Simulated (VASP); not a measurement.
Input of a VASP 6.6.1 run:

File POSCAR:

```
MgS
1.0
    0.0000000000      2.6016500000      2.6016500000
    2.6016500000      0.0000000000      2.6016500000
    2.6016500000      2.6016500000      0.0000000000
S Mg
1 1
Direct
    0.5000000000      0.5000000000      0.5000000000
    0.0000000000      0.0000000000      0.0000000000
```

Contents of INCAR.step1:

```
PREC = Accurate
ENCUT = 520
EDIFF = 1E-5
ISMEAR = -1
SIGMA = 0.05
LREAL = F
LASPH = T
NELM = 60
ALGO = Normal
ISIF = 2
LWAVE = T
NBANDS = 11
GGA = PE
```

File INCAR.step2:

```
PREC = Accurate
ENCUT = 520
EDIFF = 1E-6
ISMEAR = -1
SIGMA = 0.05
LREAL = F
LASPH = T
NELM = 60
ALGO = Normal
ISIF = 2
LWAVE = F
LCHARG = T
GGA = PE
LHFCALC = T
AEXX = 0.25
PRECFOCK = Normal
LELF = T
LVHAR = T
NBANDS = 11
ISTART = 1
```

Contents of KPOINTS:

```
regular mesh
0
Gamma
  6 6 6
```

Potentials or basis: VASP PAW PBE potentials, release 64 (S, Mg).

The run is started by

```sh
$ cat potpaw_PBE.64/S/POTCAR potpaw_PBE.64/Mg/POTCAR > POTCAR
$ cp INCAR.step1 INCAR
$ mpirun -np 1 vasp_std > vasp.out
$ cp INCAR.step2 INCAR
$ mpirun -np 1 vasp_std > vasp.out
```

(1) Estimate the pressure.

(2) Predict the band gap on the k mesh.

Results:

(1) -0.8 GPa.

(2) 4.49 eV, indirect (least direct gap 5.51 eV).

Caveat: the PAW data sets were made with another functional, which shifts forces and pressure a little.
